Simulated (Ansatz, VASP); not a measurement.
**InB2As3 in VASP and in Ansatz**

File INCAR:

```
ALGO = Normal ; EDIFF = 1E-6
ENCUT = 560 ; GGA = PE
GGA_COMPAT = F ; ISIF = 2
ISMEAR = -1 ; LASPH = T
LCHARG = T ; LELF = T
LREAL = F ; LVHAR = T
LWAVE = F ; NBANDS = 41
NELM = 120 ; PREC = Accurate
SIGMA = 0.02
```

Contents of KPOINTS:

```
k-points
0
Gamma
  8 8 8
```

Contents of POSCAR:

```
InB2As3
1.0
   -1.8083375880      5.5019372834      2.6656198009
    1.8083375880     -5.5019372834      2.6656198009
    1.8083375880      5.5019372834     -2.6656198009
B As In
2 3 1
Direct
    0.6764810349      1.0032059198      0.6732751151
    0.3299308048      0.0032059198      0.3267248849
    0.4785022690      0.2852973799      0.1932048891
    0.0920924908      0.2852973799      0.8067951109
    0.6676156193      0.1676156193      0.5000000000
    0.0053777812      0.0053777812      0.0000000000
```

Input for Ansatz:

```yaml
crystal:
  lattice:
    - [-1.808337588, 5.5019372834, 2.6656198009]
    - [1.808337588, -5.5019372834, 2.6656198009]
    - [1.808337588, 5.5019372834, -2.6656198009]
  atoms:
    - { symbol: B, position: [0.6764810349, 1.0032059198, 0.6732751151] }
    - { symbol: As, position: [0.478502269, 0.2852973799, 0.1932048891] }
    - { symbol: B, position: [0.3299308048, 0.0032059198, 0.3267248849] }
    - { symbol: As, position: [0.0920924908, 0.2852973799, 0.8067951109] }
    - { symbol: In, position: [0.0053777812, 0.0053777812, 0.0] }
    - { symbol: As, position: [0.6676156193, 0.1676156193, 0.5] }
kpoints:
  mp_grid: { grid: [8, 8, 8] }
  band_path:
    path:
      - [[0.0, 0.0, 0.0], [0.5, -0.5, 0.5], [0.277006465974, -0.277006465974, 0.722993534026]]
      - [[-0.277006465974, 0.277006465974, 0.277006465974], [0.0, 0.0, 0.0], [0.3086820327109, 0.3086820327109, -0.3086820327109]]
      - [[0.6913179672891, -0.3086820327109, 0.3086820327109], [0.5, -0.5, 0.5]]
      - [[0.0, 0.0, 0.0], [-1.258395637739e-17, 0.5, 1.258395637739e-17], [0.25, 0.25, 0.25], [0.5, 2.275554008332e-17, 1.258395637739e-17], [0.0, 0.0, 0.0], [-2.619403686551e-17, 2.619403686551e-17, 0.5], [0.25, 0.25, 0.25]]
    npoints: 10
hamiltonian:
  xc: pbe
scf:
  occupations: { method: fermi_dirac, width: 0.02 }
  n_extra_bands: 5
output:
  forces: true
  stress: true
  eigenvalues: true
```

Alike in both runs: task single point; functional PBE; k mesh 8 × 8 × 8; occupations fermi-dirac, width 0.02 eV; no spin polarisation.

```csv
,VASP,Ansatz
version,VASP 6.6.1,Ansatz 0.2.0
potentials or method,"VASP PAW PBE potentials, release 64 (B, As_d, In_d)","plane waves, PAW"
plane-wave cutoff (eV),560,420
valence electrons in the cell,64,64
```

|  | VASP | Ansatz | Ansatz less VASP |
| --- | --- | --- | --- |
| pressure (GPa) | 1.9 | 1.9 | +0.02 |
| rms of the force components (eV/Å) | 0.070 | 0.067 | -0.0026 |
